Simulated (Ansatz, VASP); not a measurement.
# One calculation of TePb, two programs

Contents of INCAR:

```
SYSTEM = TePb
PREC     = Accurate       ! precision mode
ENCUT    = 600            ! plane-wave cutoff, eV
EDIFF    = 1E-6           ! SCF threshold, eV
ISMEAR   = 0              ! smearing method
SIGMA    = 0.1            ! smearing width, eV
LREAL    = .FALSE.        ! projectors in reciprocal space
LASPH    = .TRUE.         ! aspherical terms in the spheres
NELM     = 60             ! most SCF steps
ALGO     = Normal         ! electronic algorithm
ISIF     = 3              ! what is computed and relaxed
LWAVE    = .FALSE.        ! write WAVECAR
LCHARG   = .FALSE.        ! write CHGCAR
GGA      = PE             ! functional
IBRION   = 2              ! ionic algorithm
NSW      = 100            ! ionic steps
EDIFFG   = -0.01          ! ionic threshold
```

Contents of KPOINTS:

```
regular mesh
0
G
  12 12 14
  0 0 0
```

POSCAR

```
TePb
1.0
    4.4585622746      0.0000000000      0.0000000000
   -2.2292811373      3.8612281942      0.0000000000
    0.0000000000      0.0000000000      4.1861819493
Te Pb
1 1
Direct
    0.0000000000      0.0000000000      0.0000000000
    0.6666666667      0.3333333333      0.5000000000
```

Input for Ansatz:

```yaml
crystal:
  lattice:
    - [4.4585622746, 0.0, 0.0]
    - [-2.2292811373, 3.8612281942, 0.0]
    - [0.0, 0.0, 4.1861819493]
  atoms:
    - { symbol: Te, position: [0.0, 0.0, 0.0] }
    - { symbol: Pb, position: [0.6666666667, 0.3333333333, 0.5] }
basis:
  ecutwfc: 420
kpoints:
  mp_grid: { grid: [12, 12, 14] }
hamiltonian:
  xc: pbe
scf:
  occupations: { method: gaussian, width: 0.1 }
output:
  forces: true
  stress: true
  eigenvalues: true
relax:
  adjacent_minimum: "off"
  f_tol: 0.01
  max_steps: 80
  cell: { stress_tol: 0.05 }
```

Alike in both runs: task relaxation of cell and atoms; functional PBE; k mesh 12 × 12 × 14; occupations gaussian, width 0.1 eV; no spin polarisation.

|  | VASP | Ansatz |
| --- | --- | --- |
| version | VASP 6.6.1 | Ansatz 0.2.0 |
| potentials or method | VASP PAW PBE potentials, release 64 (Te, Pb_d), cutoff 600 eV | scalar-relativistic, plane waves, PAW |
| valence electrons in the cell | 20 | 30 |

```tsv
	VASP	Ansatz	Ansatz less VASP
gap on the k mesh at the Fermi level, each at its own relaxed structure (eV)	none	none	-
relaxed volume (Å³/atom)	36.03	36.03	0.000
relaxed cell length with the largest relative difference (Å)	4.459	4.459	0.0000
```

A gap of «none» marks a metal or a gap that the smearing closes. VASP's potentials hold 20 valence electrons a cell and Ansatz's 30, so a difference there can come from the potentials and not from the codes.

Spin-orbit coupling is off throughout. Noted on VASP's run: the relaxation stopped at its first step, so nothing moved.
